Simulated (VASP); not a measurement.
# Cl in VASP: notebook

The runs below take Cl through single point, with PBE+D3(BJ).

Program: VASP 6.6.1. These are calculated values, not measurements. Logs are shortened: lines on timing, memory, paths and dates and some standing lists are left out, and cuts for length are marked.

### Step 1. The cell of the first run

The cell holds an amorphous packing of atoms, 16 atoms: a = 8.434 Å, b = 8.434 Å, c = 8.434 Å, α = 90.00°, β = 90.00°, γ = 90.00°.

### Step 2. Single point, PBE+D3(BJ)

Input file INCAR:

```
PREC = Accurate
ENCUT = 520
EDIFF = 1E-6
ISMEAR = -1
SIGMA = 0.05
LREAL = Auto
LASPH = True
NELM = 100
ALGO = Normal
ISIF = 2
LWAVE = False
LCHARG = True
GGA = PE
IVDW = 12
LELF = True
LVHAR = True
NBANDS = 70
```

Input file KPOINTS:

```
Automatic mesh
0
Gamma
  1 1 1
```

Input file POSCAR:

```
Cl
1.0
    8.4343270000      0.0000000000      0.0000000000
    0.0000000000      8.4343270000      0.0000000000
    0.0000000000      0.0000000000      8.4343270000
Cl
16
Direct
    0.3795062476      0.2730203226      0.4227057893
    0.4454951217      0.2583880610      0.1917452166
    0.9657250130      0.2304257963      0.3316689224
    0.9786979249      0.3626961751      0.5325935413
    0.8238568048      0.8217744602      0.2887814928
    0.6907621679      0.7016680934      0.1320975634
    0.3581664332      0.3689949676      0.8167801617
    0.4827363482      0.5761012767      0.8103740185
    0.6801918429      0.1060430396      0.9296407680
    0.6272697840      0.0404986341      0.7069901405
    0.0943008905      0.9844852133      1.0425976457
    0.2256927193      1.0379657697      0.8505367088
    0.3395192887      0.6546655100      0.4134293633
    0.3497300751      0.8990014913      0.4236133873
    1.0193406589      0.5879891499      0.8048740259
    0.8636360794      0.7556995391      0.7345440545
```

Potentials or basis: VASP PAW PBE potentials, release 64 (Cl).

Run with:

```
$ cat potpaw_PBE.64/Cl/POTCAR > POTCAR
$ mpirun -np 1 vasp_gam > vasp.out
```

OUTCAR:

```text
PREC = Accurate
   ENCUT = 520
   EDIFF = 1E-6
   ISMEAR = -1
   LREAL = Auto
   LASPH = True
   NELM = 100
   ISIF = 2
   GGA = PE
   IVDW = 12
 IVDW          = 12

 ion  position               nearest neighbor table
   1  0.380  0.273  0.423-   2 2.03
   2  0.445  0.258  0.192-   1 2.03
   3  0.966  0.230  0.332-   4 2.03
   4  0.979  0.363  0.533-   3 2.03
   5  0.824  0.822  0.289-   6 2.01
   6  0.691  0.702  0.132-   5 2.01
[... 8 lines left out ...]
  15  0.019  0.588  0.805-  16 2.02
  16  0.864  0.756  0.735-  15 2.02

  LATTYP: Found a simple cubic cell.
 ALAT       =     8.4343270000

  Lattice vectors:

 A1 = (   8.4343270000,   0.0000000000,   0.0000000000)
 A2 = (   0.0000000000,   8.4343270000,   0.0000000000)
 A3 = (   0.0000000000,   0.0000000000,   8.4343270000)

Analysis of symmetry for initial positions (statically):
=====================================================================
 Subroutine PRICEL returns:
 Original cell was already a primitive cell.

 Routine SETGRP: Setting up the symmetry group for a
 simple cubic supercell.

 Subroutine GETGRP returns: Found  1 space group operations
 (whereof  1 operations were pure point group operations)
 out of a pool of 48 trial point group operations.

The static configuration has the point symmetry C_1 .

Analysis of symmetry for dynamics (positions and initial velocities):
=====================================================================
 Subroutine PRICEL returns:
 Original cell was already a primitive cell.

 Routine SETGRP: Setting up the symmetry group for a
 simple cubic supercell.

 Subroutine GETGRP returns: Found  1 space group operations
 (whereof  1 operations were pure point group operations)
 out of a pool of 48 trial point group operations.

The dynamic configuration has the point symmetry C_1 .

 Subroutine INISYM returns: Found  1 space group operations
 (whereof  1 operations are pure point group operations),
 and found     1 'primitive' translations

----------------------------------------------------------------------------------------

                                     Primitive cell

[... 93 lines left out ...]
   NELM   =    100;   NELMIN=  2; NELMDL= -5     # of ELM steps
   EDIFF  = 0.1E-05   stopping-criterion for ELM
   LREAL  =      T    real-space projection
   EDIFFG = 0.1E-04   stopping-criterion for IOM
   NSW    =      0    number of steps for IOM
   IBRION =     -1    ionic relax: 0-MD 1-quasi-New 2-CG
   NFREE  =      0    steps in history (QN), initial steepest desc. (CG)
   ISIF   =      2    stress and relaxation
   ISYM   =      2    0-nonsym 1-usesym 2-fastsym
   POTIM  = 0.5000    time-step for ionic-motion
   TEBEG  =    0.0;   TEEND  =   0.0 temperature during run
   PSTRESS=    0.0 pullay stress
   NELECT =     112.0000    total number of electrons
   NUPDOWN=      -1.0000    fix difference up-down
   EMIN   =  10.00;   EMAX   =-10.00  energy-range for DOS
   EFERMI =   0.00;   METHOD = LEGACY
   ISMEAR =    -1;   SIGMA  =   0.05  broadening in eV -4-tet -1-fermi 0-gaus
   EFERMI_NEDOS =   21; number of points for ismear=-14 and -15
   IALGO  =     38    algorithm
   IMIX   =      4    mixing-type and parameters
     AMIX     =   0.40;   BMIX     =  1.00
     AMIX_MAG =   1.60;   BMIX_MAG =  1.00
  volume/ion in A,a.u.               =      37.50       253.06
  Fermi-wavevector in a.u.,A,eV,Ry     =   0.935615  1.768056 11.910200  0.875375
  Thomas-Fermi vector in A             =   2.062540
   LORBIT       =      0    0 simple, 1 ext, 2 COOP (PROOUT), +10 PAW based schemes
   GGA     = PE    functional components
   LHFCALC =     F    Hartree Fock is set to
   AEXX    =    0.0000 exact exchange contribution
   IVDW    =    12    specifies the selected vdW correction
   LEPSILON=     F    determine dielectric tensor
   LRPA    =     F    only Hartree local field effects (RPA)
 non-spin polarized calculation
  energy-cutoff  :      520.00
  volume of cell :      600.00
 maximum number of plane-waves:      8068
 NGX is ok and might be reduce to    64
   NGX = 31   NGY = 31   NGZ = 31

 number of electron     111.9999996 magnetization

 Free energy of the ion-electron system (eV)
  ---------------------------------------------------
  ext. energy  EPLUGINS =         0.00000000
  ---------------------------------------------------
  free energy    TOTEN  =       -29.50723003 eV

  energy without entropy =      -29.50723002  energy(sigma->0) =      -29.50723002

 E-fermi :  -0.9476     XC(G=0):  -6.5632

 val. band max:       -2.0735840154   @ k =   0.0000   0.0000   0.0000
 cond. band min:       0.1561848386   @ k =   0.0000   0.0000   0.0000
 fundamental gap:      2.2297688540
 Fermi energy:        -0.9475778108

 k-point     1 :       0.0000    0.0000    0.0000
  band No.  band energies     occupation
      1     -18.7985      2.00000
      2     -18.6682      2.00000
      3     -18.6016      2.00000
      4     -18.5120      2.00000
      5     -18.4637      2.00000
      6     -18.4333      2.00000
[... 60 lines left out ...]
     67       5.8674      0.00000
     68       5.9155      0.00000
 [bands above 68 left out]

------------------------ aborting loop because EDIFF is reached ----------------------------------------

 Edisp (eV)   -1.75674

 E8    (eV) :    -0.5745

  FORCE on cell =-STRESS in cart. coord.  units (eV):
  Direction    XX          YY          ZZ          XY          YZ          ZX
  --------------------------------------------------------------------------------------
  -------------------------------------------------------------------------------------
  Total      -1.91919    -6.01747    -3.26178    -0.41641    -0.33113     0.04130
  in kB      -5.12481   -16.06842    -8.70992    -1.11193    -0.88421     0.11029
  external pressure =       -9.97 kB  Pullay stress =        0.00 kB

 VOLUME and BASIS-vectors are now :
 -----------------------------------------------------------------------------
  energy-cutoff  :      520.00
  volume of cell :      600.00
      direct lattice vectors                 reciprocal lattice vectors
     8.434327000  0.000000000  0.000000000     0.118563105  0.000000000  0.000000000
     0.000000000  8.434327000  0.000000000     0.000000000  0.118563105  0.000000000
     0.000000000  0.000000000  8.434327000     0.000000000  0.000000000  0.118563105

 POSITION                                       TOTAL-FORCE (eV/Angst)
 -----------------------------------------------------------------------------------
      3.20088      2.30274      3.56524         0.043024      0.047702     -0.151659
      3.75745      2.17933      1.61724        -0.111025      0.072045      0.128077
      8.14524      1.94349      2.79740        -0.023166      0.093813      0.188263
      8.25466      3.05910      4.49207        -0.041428     -0.103027     -0.195309
      6.94868      6.93111      2.43568        -0.072993     -0.055554     -0.108112
      5.82611      5.91810      1.11415         0.118592      0.061382      0.103504
[... 8 lines left out ...]
      0.16313      4.95929      6.78857        -0.126839      0.143114     -0.098527
      7.28419      6.37382      6.19538         0.107355     -0.130966      0.052543
 -----------------------------------------------------------------------------------
    total drift:                                0.002207     -0.000723      0.003150

  FREE ENERGIE OF THE ION-ELECTRON SYSTEM (eV)
  ---------------------------------------------------
  free  energy   TOTEN  =       -31.2639671266 eV

  energy  without entropy=      -31.2639671253  energy(sigma->0) =      -31.26396713
```

OSZICAR:

```text
N       E                     dE             d eps       ncg     rms          rms(c)
DAV:   1     0.116637147051E+04    0.11664E+04   -0.52339E+04   140   0.140E+03
DAV:   2     0.110986228302E+03   -0.10554E+04   -0.10232E+04   200   0.275E+02
DAV:   3    -0.280374601299E+02   -0.13902E+03   -0.13769E+03   160   0.114E+02
DAV:   4    -0.314878349559E+02   -0.34504E+01   -0.34335E+01   152   0.217E+01
DAV:   5    -0.315835810530E+02   -0.95746E-01   -0.95682E-01   168   0.362E+00    0.302E+01
DAV:   6    -0.300590546725E+02    0.15245E+01   -0.10551E+00   152   0.380E+00    0.198E+01
DAV:   7    -0.295533670714E+02    0.50569E+00   -0.24312E+00   160   0.554E+00    0.171E+00
DAV:   8    -0.295078069859E+02    0.45560E-01   -0.31456E-01   152   0.217E+00    0.122E+00
DAV:   9    -0.295078612493E+02   -0.54263E-04   -0.15024E-02   152   0.430E-01    0.509E-01
DAV:  10    -0.295074797481E+02    0.38150E-03   -0.18827E-03   160   0.156E-01    0.150E-01
DAV:  11    -0.295073619113E+02    0.11784E-03   -0.32247E-04   160   0.814E-02    0.719E-02
DAV:  12    -0.295072523173E+02    0.10959E-03   -0.26281E-04   184   0.863E-02    0.417E-02
DAV:  13    -0.295072396107E+02    0.12707E-04   -0.19918E-04   168   0.569E-02    0.362E-02
DAV:  14    -0.295072345232E+02    0.50875E-05   -0.24429E-05   152   0.175E-02    0.242E-02
DAV:  15    -0.295072307807E+02    0.37425E-05   -0.80510E-06   152   0.950E-03    0.103E-02
DAV:  16    -0.295072300251E+02    0.75561E-06   -0.24089E-06    96   0.645E-03
   1 F= -.31263967E+02 E0= -.31263967E+02  d E =-.134161E-08
```

stdout:

```text
POSCAR found type information on POSCAR Cl
 POSCAR found :  1 types and      16 ions
 scaLAPACK will be used
 LDA part: xc-table for (Slater+PW92), standard interpolation
 POSCAR, INCAR and KPOINTS ok, starting setup
 FFT: planning ... GRIDC
 FFT: planning ... GRID_SOFT
 FFT: planning ... GRID
 WAVECAR not read
 entering main loop
```

Wall time 70 s (1 thread of Intel Xeon Platinum 8375C at 2.90GHz (Ice Lake), shared host); peak memory 0.49 GiB.

What came out:

```
Free energy                : -31.2640 eV
Pressure                   : -1.0 GPa
Largest force              : 0.336 eV/Å
Band gap on the k mesh     : 2.23 eV
Dispersion energy per atom : -0.110 eV
```

Forces on the atoms (eV/Å):
```
Cl   0.043  0.048 -0.152
Cl  -0.111  0.072  0.128
Cl  -0.023  0.094  0.188
Cl  -0.041 -0.103 -0.195
Cl  -0.073 -0.056 -0.108
Cl   0.119  0.061  0.104
Cl   0.160  0.261  0.019
Cl  -0.131 -0.308  0.033
Cl   0.001 -0.028 -0.155
Cl   0.009  0.025  0.140
Cl   0.105  0.018 -0.176
Cl  -0.100 -0.111  0.144
Cl   0.060  0.287  0.042
Cl   0.004 -0.272  0.035
Cl  -0.127  0.143 -0.099
Cl   0.107 -0.131  0.053
```

Caveat: the k points lie up to 0.74 Å⁻¹ apart.

### Step 3. Single point, PBE+D3(BJ)

Input file INCAR:

```
SYSTEM = Cl
PREC = Accurate
ENCUT = 520
EDIFF = 1E-6
ISMEAR = -1
SIGMA = 0.05
LREAL = Auto
LASPH = .True.
NELM = 60
ALGO = Normal
ISIF = 2
LWAVE = .False.
LCHARG = .False.
GGA = PE
IVDW = 12
NBANDS = 70
```

Input file KPOINTS:

```
regular mesh
0
Gamma
  1 1 1
  0 0 0
```

Input file POSCAR:

```
Cl
1.0
    8.4343270000      0.0000000000      0.0000000000
    0.0000000000      8.4343270000      0.0000000000
    0.0000000000      0.0000000000      8.4343270000
Cl
16
Direct
    0.3720984496      0.3191718794      0.3783585815
    0.4185159053      0.3134808503      0.1372842196
    0.9681744613      0.1912185762      0.3683992807
    1.0199983947      0.3664785584      0.5376718261
    0.8917012584      0.7836309880      0.2458643114
    0.6816192922      0.7227369771      0.1238391635
    0.3332690326      0.3265820735      0.7989019159
    0.4297675440      0.5709880587      0.7872234501
    0.7717983901      0.1098250044      0.8919858099
    0.6544090595      0.0259890327      0.7055216142
    0.1299451634      0.9577646207      1.0212907325
    0.2369246533      1.0330166236      0.8125129604
    0.3148917513      0.6647240497      0.3797220573
    0.2855829517      0.9051107456      0.4348776138
    1.0517140253      0.6174885086      0.7455366623
    0.8467184163      0.7367748488      0.7040988570
```

Potentials or basis: VASP PAW PBE potentials, release 64 (Cl).

Run with:

```
$ cat potpaw_PBE.64/Cl/POTCAR > POTCAR
$ mpirun -np 1 vasp_gam > vasp.out
```

OUTCAR:

```text
SYSTEM = Cl
   PREC = Accurate
   ENCUT = 520
   EDIFF = 1E-6
   ISMEAR = -1
   LREAL = Auto
   LASPH = .True.
   NELM = 60
   ISIF = 2
   GGA = PE
   IVDW = 12
 IVDW          = 12

 ion  position               nearest neighbor table
   1  0.372  0.319  0.378-   2 2.07
   2  0.419  0.313  0.137-   1 2.07
   3  0.968  0.191  0.368-   4 2.10
   4  0.020  0.366  0.538-   3 2.10
   5  0.892  0.784  0.246-   6 2.11
[... 287 lines left out ...]
  -------------------------------------------------------------------------------------
  Total      -4.10135    -7.66197    -5.89158    -2.68594    -0.79273    -0.77166
  in kB     -10.95182   -20.45971   -15.73226    -7.17226    -2.11683    -2.06056
  external pressure =      -15.71 kB  Pullay stress =        0.00 kB

 VOLUME and BASIS-vectors are now :
 -----------------------------------------------------------------------------
  energy-cutoff  :      520.00
  volume of cell :      600.00
      direct lattice vectors                 reciprocal lattice vectors
     8.434327000  0.000000000  0.000000000     0.118563105  0.000000000  0.000000000
     0.000000000  8.434327000  0.000000000     0.000000000  0.118563105  0.000000000
     0.000000000  0.000000000  8.434327000     0.000000000  0.000000000  0.118563105

 POSITION                                       TOTAL-FORCE (eV/Angst)
 -----------------------------------------------------------------------------------
      3.13840      2.69200      3.19120         0.182624      0.035699     -0.466471
      3.52990      2.64400      1.15790        -0.345376     -0.106047      0.591841
      8.16590      1.61280      3.10720         0.143902      0.520413      0.578725
      0.16867      3.09100      4.53490        -0.571255     -0.590582     -0.665476
      7.52090      6.60940      2.07370        -1.334749     -0.369955     -0.690895
      5.74900      6.09580      1.04450         1.427646      0.378797      0.752670
[... 8 lines left out ...]
      0.43617      5.20810      6.28810        -0.228132      0.140536      0.034340
      7.14150      6.21420      5.93860         0.411165     -0.204019      0.074107
 -----------------------------------------------------------------------------------
    total drift:                               -0.001693      0.000557      0.005138

  FREE ENERGIE OF THE ION-ELECTRON SYSTEM (eV)
  ---------------------------------------------------
  free  energy   TOTEN  =       -30.6544913640 eV

  energy  without entropy=      -30.6544892109  energy(sigma->0) =      -30.65449029
```

Wall time 54 s (1 thread of Intel Xeon Platinum 8375C at 2.90GHz (Ice Lake), shared host); peak memory 0.49 GiB.

Results:

| Property | Result |
| --- | --- |
| Free energy | -30.6545 eV |
| Pressure | -1.6 GPa |
| Largest force | 1.658 eV/Å |
| Band gap on the k mesh | 1.43 eV |
| Dispersion energy per atom | -0.112 eV |

Forces in eV/Å, atoms in the order of the input:
```
Cl   0.183  0.036 -0.466
Cl  -0.345 -0.106  0.592
Cl   0.144  0.520  0.579
Cl  -0.571 -0.591 -0.665
Cl  -1.335 -0.370 -0.691
Cl   1.428  0.379  0.753
Cl   0.819  1.166  0.008
Cl  -0.479 -1.063 -0.002
Cl  -0.052  0.047 -0.063
Cl  -0.198  0.126 -0.054
Cl   0.380  0.308 -0.668
Cl  -0.288 -0.496  0.644
Cl  -0.035  0.645  0.398
Cl   0.168 -0.539 -0.473
Cl  -0.228  0.141  0.034
Cl   0.411 -0.204  0.074
```

Stress tensor (GPa, compression positive):
```
-1.10 -0.72 -0.21
-0.72 -2.05 -0.21
-0.21 -0.21 -1.57
```

Caveat: the k points lie up to 0.74 Å⁻¹ apart.

### Step 4. Single point, PBE+D3(BJ)

INCAR, as its differences from that of step 3:

```diff
@@ -8,3 +8,3 @@
 LASPH = .True.
-NELM = 60
+NELM = 80
 ALGO = Normal
```

Input file KPOINTS:

```
Automatic mesh
0
Gamma
  1 1 1
  0 0 0
```

Input file POSCAR:

```
Cl
1.0
    8.4343270000      0.0000000000      0.0000000000
    0.0000000000      8.4343270000      0.0000000000
    0.0000000000      0.0000000000      8.4343270000
Cl
16
Direct
    0.3324390909      0.2987908816      0.3765919913
    0.3562465624      0.3229066172      0.1308936682
    0.9352139181      0.1584833028      0.4111294238
    0.9784183136      0.3602777080      0.5299533679
    0.8466117095      0.7586141728      0.2664705791
    0.6608470362      0.7541917689      0.1231752101
    0.3308740579      0.3612499255      0.8066085178
    0.4458684137      0.5676682917      0.7726401881
    0.7428452798      0.1642336134      0.8643131811
    0.6228475609      0.0759159563      0.6870850514
    0.2235863039      0.9481135839      1.0145207792
    0.2215707311      1.0123984996      0.7897369879
    0.3015178330      0.6831013310      0.3930011250
    0.3025730447      0.9323802599      0.4117578083
    0.9945784649      0.6310639841      0.7547253029
    0.8038459974      0.7410549769      0.6745885001
```

Run with:

```
$ cat potpaw_PBE.64/Cl/POTCAR > POTCAR
$ mpirun -np 1 vasp_gam > vasp.out
```

It took 62 s on 1 thread of Intel Xeon Platinum 8375C at 2.90GHz (Ice Lake), shared host; peak memory 0.49 GiB.

The run converged. Its results:

| Item | Value |
| --- | --- |
| Free energy | -31.1847 eV |
| Pressure | -0.4 GPa |
| Largest force | 0.824 eV/Å |
| Band gap on the k mesh | 2.12 eV |
| Dispersion energy per atom | -0.111 eV |

Forces in eV/Å, atoms in the order of the input:
```
Cl   0.202  0.256 -0.248
Cl  -0.174 -0.057  0.424
Cl  -0.024 -0.058 -0.151
Cl  -0.233 -0.030  0.117
Cl   0.250  0.035  0.180
Cl  -0.201  0.002 -0.264
Cl   0.084 -0.151 -0.239
Cl   0.035  0.088  0.105
Cl   0.443  0.232  0.593
Cl  -0.506 -0.238 -0.605
Cl   0.034 -0.227  0.776
Cl  -0.015  0.094 -0.652
Cl   0.001  0.511  0.163
Cl  -0.011 -0.491 -0.365
Cl   0.292 -0.251  0.167
Cl  -0.178  0.286  0.000
```

Stress tensor (GPa, compression positive):
```
 0.34  0.00  0.20
 0.00 -1.15 -0.05
 0.20 -0.05 -0.33
```

Levels at points of the mesh, in eV from the valence-band top:
| k point | band 54 | band 55 | band 56 | band 57 | band 58 | band 59 |
| --- | --- | --- | --- | --- | --- | --- |
| (0.00, 0.00, 0.00) | -0.24 | -0.13 | 0.00 | 2.12 | 2.20 | 2.39 |

Caveat: the k points lie up to 0.74 Å⁻¹ apart.

[end of part 1 of 2]
